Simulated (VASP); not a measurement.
**ZrS: relaxation of cell and atoms with LDA**

The system is ZrS.

```
CELL_PARAMETERS angstrom
0.00000 2.56946 2.56946
2.56946 0.00000 2.56946
2.56946 2.56946 0.00000
ATOMIC_POSITIONS crystal
Zr 0.00000 0.00000 0.00000
S 0.50000 0.50000 0.50000
```

| Quantity | Value |
| --- | --- |
| Program | VASP 6.6.1 |
| Task | relaxation of cell and atoms |
| Functional | LDA |
| Potentials or basis | VASP PAW LDA potentials, release 64 (Zr_sv, S) |
| Cutoff | 600 eV |
| k mesh | 14 × 14 × 14 |
| Occupations | gaussian, width 0.1 eV |
| Spin | no spin polarisation |
| Dipole correction | no |
| Further INCAR settings | ALGO = Normal; EDIFF = 1e-06; IBRION = 2; EDIFFG = -0.005; NSW = 100; ISIF = 3 |

```
Relaxed volume                         : 16.94 Å³/atom
Relaxed cell                           : a = 3.632 Å, b = 3.632 Å, c = 3.632 Å, α = 60.00°, β = 60.00°, γ = 60.00°
Space group after relaxing (to 0.05 Å) : Fm-3m (No. 225)
Energy gained by relaxing              : 0.0 meV/atom
Ionic steps                            : 3
Pressure after relaxing                : 0.0 GPa
```

Final structure:
```cif
data_structure
_symmetry_space_group_name_H-M 'P 1'
_symmetry_Int_Tables_number 1
_cell_length_a 3.6322
_cell_length_b 3.6322
_cell_length_c 3.6322
_cell_angle_alpha 60.000
_cell_angle_beta 60.000
_cell_angle_gamma 60.000
_cell_volume 33.88
loop_
_atom_site_label
_atom_site_type_symbol
_atom_site_fract_x
_atom_site_fract_y
_atom_site_fract_z
_atom_site_occupancy
Zr1 Zr 0.00000 0.00000 0.00000 1
S1 S 0.50000 0.50000 0.50000 1
```

Levels at points of the mesh, in eV from the Fermi level:
```tsv
k point	band 6	band 7	band 8	band 9	band 10	band 11	band 12	band 13
(0.00, 0.00, 0.00)	-3.50	-3.50	-3.50	-1.52	-1.52	-1.52	-0.78	-0.78
(0.50, 0.00, 0.00)	-8.31	-6.20	-6.20	1.60	1.60	1.99	2.00	6.01
(0.50, 0.50, 0.00)	-6.30	-4.45	-4.45	-3.76	0.52	2.59	2.59	3.08
```

It took 62 s on 1 thread of Intel(R) Xeon(R) 6975P-C (Granite Rapids), on a shared host, peak memory 0.19 GiB.

Caveat: the bands computed are all filled at some k points, so no gap is given.
